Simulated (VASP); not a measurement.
# Pb8SO15 (a cell with a defect) in VASP: relaxation of the atoms with PBE

Aim: the relaxation of the atoms of Pb8SO15 (a cell with a defect) with PBE.

Program: VASP 6.6.1. These are calculated values, not measurements. Logs are shortened: lines on timing, memory, paths and dates and some standing lists are left out, and cuts for length are marked.

## 1. The cell of the first run

The cell holds a defect, 24 atoms: a = 7.269 Å, b = 7.269 Å, c = 7.269 Å, α = 60.00°, β = 60.00°, γ = 60.00°.

## 2. Relaxation of the atoms, PBE

File INCAR:

```
PREC     = Accurate       # precision mode
ENCUT    = 520            # plane-wave cutoff, eV
EDIFF    = 1E-7           # SCF threshold, eV
ISMEAR   = -1             # smearing method
SIGMA    = 0.01           # smearing width, eV
LREAL    = False          # projectors in reciprocal space
LASPH    = True           # aspherical terms in the spheres
NELM     = 120            # most SCF steps
ALGO     = Normal         # electronic algorithm
ISIF     = 2              # what is computed and relaxed
LWAVE    = False          # write WAVECAR
LCHARG   = False          # write CHGCAR
GGA      = PE             # functional
IBRION   = 2              # ionic algorithm
NSW      = 60             # ionic steps
EDIFFG   = -0.03          # ionic threshold
GGA_COMPAT= False        
NELMIN   = 4            
KPAR     = 4
```

File KPOINTS:

```
Automatic mesh
0
Gamma
  3 3 3
```

File POSCAR:

```
Pb8SO15
1.0
    0.0000000000      5.1400000000      5.1400000000
    5.1400000000      0.0000000000      5.1400000000
    5.1400000000      5.1400000000      0.0000000000
Pb S O
8 1 15
Direct
    0.0000000000      0.0000000000      0.0000000000
    0.0000000000      0.0000000000      0.5000000000
    0.0000000000      0.5000000000      0.0000000000
    0.0000000000      0.5000000000      0.5000000000
    0.5000000000      0.0000000000      0.0000000000
    0.5000000000      0.0000000000      0.5000000000
    0.5000000000      0.5000000000      0.0000000000
    0.5000000000      0.5000000000      0.5000000000
    0.1250000000      0.1250000000      0.1250000000
    0.1250000000      0.1250000000      0.6250000000
    0.1250000000      0.6250000000      0.1250000000
    0.1250000000      0.6250000000      0.6250000000
    0.6250000000      0.1250000000      0.1250000000
    0.6250000000      0.1250000000      0.6250000000
    0.6250000000      0.6250000000      0.1250000000
    0.6250000000      0.6250000000      0.6250000000
    0.3750000000      0.3750000000      0.3750000000
    0.3750000000      0.3750000000      0.8750000000
    0.3750000000      0.8750000000      0.3750000000
    0.3750000000      0.8750000000      0.8750000000
    0.8750000000      0.3750000000      0.3750000000
    0.8750000000      0.3750000000      0.8750000000
    0.8750000000      0.8750000000      0.3750000000
    0.8750000000      0.8750000000      0.8750000000
```

Potentials or basis: VASP PAW PBE potentials, release 64 (Pb_d, S, O).

Run with:

```bash
> cat potpaw_PBE.64/Pb_d/POTCAR potpaw_PBE.64/S/POTCAR potpaw_PBE.64/O/POTCAR > POTCAR
> mpirun -np 4 vasp_std > vasp.out
```

OUTCAR:

```text
PREC = Accurate
   ENCUT = 520
   EDIFF = 1E-7
   ISMEAR = -1
   LREAL = False
   LASPH = True
   NELM = 120
   ISIF = 2
   GGA = PE
   IBRION = 2
   NSW = 60
   EDIFFG = -0.03
   NELMIN = 4

 ion  position               nearest neighbor table
   1  0.000  0.000  0.000-   9 2.23  10 2.23  11 2.23  13 2.23  20 2.23  22 2.23  23 2.23  24 2.23
                             5 3.63   2 3.63   3 3.63   2 3.63   4 3.63   6 3.63   3 3.63   4 3.63
   2  0.000  0.000  0.500-   9 2.23  10 2.23  12 2.23  14 2.23  19 2.23  21 2.23  23 2.23  24 2.23
                             6 3.63   1 3.63   4 3.63   1 3.63   3 3.63   5 3.63   3 3.63   4 3.63
   3  0.000  0.500  0.000-   9 2.23  11 2.23  12 2.23  15 2.23  18 2.23  21 2.23  22 2.23  24 2.23
                             7 3.63   1 3.63   4 3.63   2 3.63   4 3.63   8 3.63   1 3.63   2 3.63
   4  0.000  0.500  0.500-  10 2.23  11 2.23  12 2.23  16 2.23  17 2.23  21 2.23  22 2.23  23 2.23
                             8 3.63   2 3.63   3 3.63   1 3.63   3 3.63   7 3.63   1 3.63   2 3.63
   5  0.500  0.000  0.000-   9 2.23  13 2.23  14 2.23  15 2.23  18 2.23  19 2.23  20 2.23  24 2.23
                             7 3.63   1 3.63   6 3.63   2 3.63   6 3.63   8 3.63   3 3.63   7 3.63
   6  0.500  0.000  0.500-  10 2.23  13 2.23  14 2.23  16 2.23  17 2.23  19 2.23  20 2.23  23 2.23
                             8 3.63   2 3.63   5 3.63   1 3.63   5 3.63   7 3.63   4 3.63   7 3.63
   7  0.500  0.500  0.000-  11 2.23  13 2.23  15 2.23  16 2.23  17 2.23  18 2.23  20 2.23  22 2.23
                             8 3.63   3 3.63   5 3.63   4 3.63   6 3.63   8 3.63   1 3.63   5 3.63
   8  0.500  0.500  0.500-  12 2.23  14 2.23  15 2.23  16 2.23  17 2.23  18 2.23  19 2.23  21 2.23
                             7 3.63   4 3.63   6 3.63   3 3.63   5 3.63   7 3.63   2 3.63   5 3.63
   9  0.125  0.125  0.125-   1 2.23   2 2.23   3 2.23   5 2.23
  10  0.125  0.125  0.625-   1 2.23   2 2.23   4 2.23   6 2.23
  11  0.125  0.625  0.125-   1 2.23   3 2.23   4 2.23   7 2.23
  12  0.125  0.625  0.625-   2 2.23   3 2.23   4 2.23   8 2.23
  13  0.625  0.125  0.125-   1 2.23   5 2.23   6 2.23   7 2.23
  14  0.625  0.125  0.625-   2 2.23   5 2.23   6 2.23   8 2.23
[... 8 lines left out ...]
  23  0.875  0.875  0.375-   1 2.23   2 2.23   4 2.23   6 2.23
  24  0.875  0.875  0.875-   1 2.23   2 2.23   3 2.23   5 2.23

  LATTYP: Found a face centered cubic cell.
 ALAT       =    10.2800000000

  Lattice vectors:

 A1 = (   0.0000000000,   5.1400000000,   5.1400000000)
 A2 = (   5.1400000000,   0.0000000000,   5.1400000000)
 A3 = (   5.1400000000,   5.1400000000,   0.0000000000)

Analysis of symmetry for initial positions (statically):
=====================================================================
 Subroutine PRICEL returns:
 Original cell was already a primitive cell.

 Routine SETGRP: Setting up the symmetry group for a
 face centered cubic supercell.

 Subroutine GETGRP returns: Found 24 space group operations
 (whereof  6 operations were pure point group operations)
 out of a pool of 48 trial point group operations.

The static configuration has the point symmetry C_3v.
 The point group associated with its full space group is T_d .

Analysis of symmetry for dynamics (positions and initial velocities):
=====================================================================
 Subroutine PRICEL returns:
 Original cell was already a primitive cell.

 Routine SETGRP: Setting up the symmetry group for a
 face centered cubic supercell.

 Subroutine GETGRP returns: Found 24 space group operations
 (whereof  6 operations were pure point group operations)
 out of a pool of 48 trial point group operations.

The dynamic configuration has the point symmetry C_3v.
 The point group associated with its full space group is T_d .

 Subroutine INISYM returns: Found 24 space group operations
 (whereof  6 operations are pure point group operations),
 and found     1 'primitive' translations

----------------------------------------------------------------------------------------

                                     Primitive cell

  volume of cell :     271.5935

  direct lattice vectors                    reciprocal lattice vectors
     0.000000000  5.140000000  5.140000000    -0.097276265  0.097276265  0.097276265
     5.140000000  0.000000000  5.140000000     0.097276265 -0.097276265  0.097276265
     5.140000000  5.140000000  0.000000000     0.097276265  0.097276265 -0.097276265

  length of vectors
     7.269057711  7.269057711  7.269057711     0.168487433  0.168487433  0.168487433

  position of ions in fractional coordinates (direct lattice)
     0.000000000  0.000000000  0.000000000
     0.000000000  0.000000000  0.500000000
     0.000000000  0.500000000  0.000000000
[... 60 lines left out ...]
    -0.032425422  0.032425422  0.032425422     0.333333333  0.000000000  0.000000000
     0.032425422 -0.032425422  0.032425422     0.000000000  0.333333333  0.000000000
     0.032425422  0.032425422 -0.032425422     0.000000000  0.000000000  0.333333333

  Length of vectors
     0.056162478  0.056162478  0.056162478

  Shift w.r.t. Gamma in fractional coordinates (k-lattice)
     0.000000000  0.000000000  0.000000000

 Subroutine IBZKPT returns following result:
 ===========================================

 Found      4 irreducible k-points:

 Following reciprocal coordinates:
            Coordinates               Weight
  0.000000  0.000000  0.000000      1.000000
  0.333333  0.000000  0.000000      8.000000
  0.333333  0.333333  0.000000      6.000000
 -0.333333  0.333333  0.000000     12.000000
   k-points           NKPTS =      4   k-points in BZ     NKDIM =      4   number of bands    NBANDS=    124
   number of dos      NEDOS =    301   number of ions     NIONS =     24
   total plane-waves  NPLWV = 157464
   dimension x,y,z NGX =    54 NGY =   54 NGZ =   54
   dimension x,y,z NGXF=   108 NGYF=  108 NGZF=  108
   ions per type =               8   1  15
   NGX,Y,Z   is equivalent  to a cutoff of  12.35, 12.35, 12.35 a.u.
   NGXF,Y,Z  is equivalent  to a cutoff of  24.70, 24.70, 24.70 a.u.
 SYSTEM =  unknown system
   PREC   = accura    normal or accurate (medium, high low for compatibility)
   ISTART =      0    job   : 0-new  1-cont  2-samecut
   ICHARG =      2    charge: 1-file 2-atom 10-const
   ISPIN  =      1    spin polarized calculation?
   LNONCOLLINEAR =      F non collinear calculations
   LSORBIT =      F    spin-orbit coupling
   LASPH  =      T    aspherical Exc in radial PAW
   ENCUT  =  520.0 eV  38.22 Ry    6.18 a.u.  13.52 13.52 13.52*2*pi/ulx,y,z
   NELM   =    120;   NELMIN=  4; NELMDL= -5     # of ELM steps
   EDIFF  = 0.1E-06   stopping-criterion for ELM
   LREAL  =      F    real-space projection
   EDIFFG = -.3E-01   stopping-criterion for IOM
   NSW    =     60    number of steps for IOM
   IBRION =      2    ionic relax: 0-MD 1-quasi-New 2-CG
   NFREE  =      1    steps in history (QN), initial steepest desc. (CG)
   ISIF   =      2    stress and relaxation
   ISYM   =      2    0-nonsym 1-usesym 2-fastsym
   POTIM  = 0.5000    time-step for ionic-motion
   TEBEG  =    0.0;   TEEND  =   0.0 temperature during run
   PSTRESS=    0.0 pullay stress
   NELECT =     208.0000    total number of electrons
   NUPDOWN=      -1.0000    fix difference up-down
   EMIN   =  10.00;   EMAX   =-10.00  energy-range for DOS
   EFERMI =   0.00;   METHOD = LEGACY
   ISMEAR =    -1;   SIGMA  =   0.01  broadening in eV -4-tet -1-fermi 0-gaus
   EFERMI_NEDOS =   21; number of points for ismear=-14 and -15
   IALGO  =     38    algorithm
   IMIX   =      4    mixing-type and parameters
     AMIX     =   0.40;   BMIX     =  1.00
     AMIX_MAG =   1.60;   BMIX_MAG =  1.00
  volume/ion in A,a.u.               =      11.32        76.37
  Fermi-wavevector in a.u.,A,eV,Ry     =   1.497808  2.830447 30.523704  2.243429
  Thomas-Fermi vector in A             =   2.609648
   LORBIT       =      0    0 simple, 1 ext, 2 COOP (PROOUT), +10 PAW based schemes
   GGA     = PE    functional components
   LHFCALC =     F    Hartree Fock is set to
   AEXX    =    0.0000 exact exchange contribution
   IVDW    =     0    specifies the selected vdW correction
   LEPSILON=     F    determine dielectric tensor
   LRPA    =     F    only Hartree local field effects (RPA)
 conjugate gradient relaxation of ions
 non-spin polarized calculation
  energy-cutoff  :      520.00
  volume of cell :      271.59
 maximum number of plane-waves:      7391
 NGX is ok and might be reduce to    54
   NGX = 27   NGY = 27   NGZ = 27

--------------------------------------- Ionic step        1  -------------------------------------------

 number of electron     207.9999989 magnetization

 Free energy of the ion-electron system (eV)
  ---------------------------------------------------
  ext. energy  EPLUGINS =         0.00000000
  ---------------------------------------------------
  free energy    TOTEN  =      -112.40552315 eV

  energy without entropy =     -112.40296521  energy(sigma->0) =     -112.40424418

------------------------ aborting loop because EDIFF is reached ----------------------------------------

  FORCE on cell =-STRESS in cart. coord.  units (eV):
  Direction    XX          YY          ZZ          XY          YZ          ZX
  --------------------------------------------------------------------------------------
  -------------------------------------------------------------------------------------
  Total       73.4185608     73.4185608     73.4185608     -0.0000000     -0.0000000      0.0000000
  in kB      433.1088883    433.1088883    433.1088883     -0.0000000     -0.0000000      0.0000000
  external PRESSURE =     433.1088883 kB  Pullay stress =       0.0000000 kB
[... 335 lines left out ...]
--------------------------------------- Ionic step        7  -------------------------------------------

 number of electron     208.0000009 magnetization

 Free energy of the ion-electron system (eV)
  ---------------------------------------------------
  ext. energy  EPLUGINS =         0.00000000
  ---------------------------------------------------
  free energy    TOTEN  =      -113.98064215 eV

  energy without entropy =     -113.97794606  energy(sigma->0) =     -113.97929411

 E-fermi :   8.6943     XC(G=0): -12.0864

 val. band max:        8.6691152403   @ k =   0.3333   0.3333   0.0000
 cond. band min:       9.5569083502   @ k =   0.3333   0.3333   0.0000
 fundamental gap:      0.8877931098
 Fermi energy:         8.6943064539

 k-point     1 :       0.0000    0.0000    0.0000
  band No.  band energies     occupation
      1     -12.2746      2.00000
      2     -11.3389      2.00000
      3     -10.7246      2.00000
      4     -10.7246      2.00000
      5     -10.7246      2.00000
      6     -10.4658      2.00000
[... 465 lines left out ...]
    115      14.8772      0.00000
    116      15.3420      0.00000
 [bands above 116 left out]

------------------------ aborting loop because EDIFF is reached ----------------------------------------

  FORCE on cell =-STRESS in cart. coord.  units (eV):
  Direction    XX          YY          ZZ          XY          YZ          ZX
  --------------------------------------------------------------------------------------
  -------------------------------------------------------------------------------------
  Total       71.9189506     71.9189506     71.9189506      0.0000000     -0.0000000      0.0000000
  in kB      424.2624266    424.2624266    424.2624266      0.0000000     -0.0000000      0.0000000
  external PRESSURE =     424.2624266 kB  Pullay stress =       0.0000000 kB
[... 39 lines left out ...]
  FREE ENERGIE OF THE ION-ELECTRON SYSTEM (eV)
  ---------------------------------------------------
  free  energy   TOTEN  =      -113.9806421483 eV

  energy  without entropy=     -113.9779460642  energy(sigma->0) =     -113.97929411

 reached required accuracy - stopping structural energy minimisation
```

Wall time 7 min (4 MPI ranks of Intel Xeon Platinum 8259CL at 2.50GHz (Skylake/Cascade Lake), shared host); peak memory 0.5 GiB.

What came out:

```
Free energy                  : -113.9806 eV
Energy gained by relaxing    : 65.6 meV/atom
Ionic steps                  : 7
Pressure after relaxing      : 42.4 GPa
Largest force after relaxing : 0.022 eV/Å
Band gap on the k mesh       : zero (bands 104 and 105 overlap by 0.01 eV)
```

Forces in eV/Å, atoms in the order of the input:
```
Pb  -0.013 -0.013 -0.013
Pb   0.013  0.013 -0.013
Pb   0.013 -0.013  0.013
Pb  -0.001  0.001  0.001
Pb  -0.013  0.013  0.013
Pb   0.001 -0.001  0.001
Pb   0.001  0.001 -0.001
Pb  -0.001 -0.001 -0.001
S    0.000  0.000  0.000
O    0.000  0.000 -0.013
O    0.000 -0.013  0.000
O    0.013  0.000  0.000
O   -0.013  0.000  0.000
O    0.000  0.013  0.000
O    0.000  0.000  0.013
O    0.000  0.000  0.000
O    0.000  0.000  0.000
O    0.000  0.000 -0.005
O    0.000 -0.005  0.000
O    0.005  0.000  0.000
O   -0.005  0.000  0.000
O    0.000  0.005  0.000
O    0.000  0.000  0.005
O    0.000  0.000  0.000
```

Step by step:
```
step  energy change (eV)  largest force (eV/Å)  pressure (GPa)
   1              0.0000                5.7598           43.31
   2              0.9800                8.4094           46.34
   3             -1.4838                0.5983           42.33
   4             -1.5673                0.1937           42.43
   5             -1.5679                0.2599           42.45
   6             -1.5748                0.0562           42.42
   7             -1.5751                0.0219           42.43
```

Final structure:
```cif
data_structure
_symmetry_space_group_name_H-M 'P 1'
_symmetry_Int_Tables_number 1
_cell_length_a 7.2691
_cell_length_b 7.2691
_cell_length_c 7.2691
_cell_angle_alpha 60.000
_cell_angle_beta 60.000
_cell_angle_gamma 60.000
_cell_volume 271.59
loop_
_atom_site_label
_atom_site_type_symbol
_atom_site_fract_x
_atom_site_fract_y
_atom_site_fract_z
_atom_site_occupancy
Pb1 Pb 0.99314 0.99314 0.99314 1
Pb2 Pb 0.99314 0.99314 0.52057 1
Pb3 Pb 0.99314 0.52057 0.99314 1
Pb4 Pb 0.99620 0.50127 0.50127 1
Pb5 Pb 0.52057 0.99314 0.99314 1
Pb6 Pb 0.50127 0.99620 0.50127 1
Pb7 Pb 0.50127 0.50127 0.99620 1
Pb8 Pb 0.50127 0.50127 0.50127 1
S1 S 0.12500 0.12500 0.12500 1
O1 O 0.12366 0.12366 0.62634 1
O2 O 0.12366 0.62634 0.12366 1
O3 O 0.12366 0.62634 0.62634 1
O4 O 0.62634 0.12366 0.12366 1
O5 O 0.62634 0.12366 0.62634 1
O6 O 0.62634 0.62634 0.12366 1
O7 O 0.62500 0.62500 0.62500 1
O8 O 0.37500 0.37500 0.37500 1
O9 O 0.38042 0.38042 0.86958 1
O10 O 0.38042 0.86958 0.38042 1
O11 O 0.38042 0.86958 0.86958 1
O12 O 0.86958 0.38042 0.38042 1
O13 O 0.86958 0.38042 0.86958 1
O14 O 0.86958 0.86958 0.38042 1
O15 O 0.87500 0.87500 0.87500 1
```

Caveat: spin-orbit coupling is left out, which moves the levels of the heavy elements.

The gap in the log of VASP goes by the Fermi energy; the results here count the filled bands.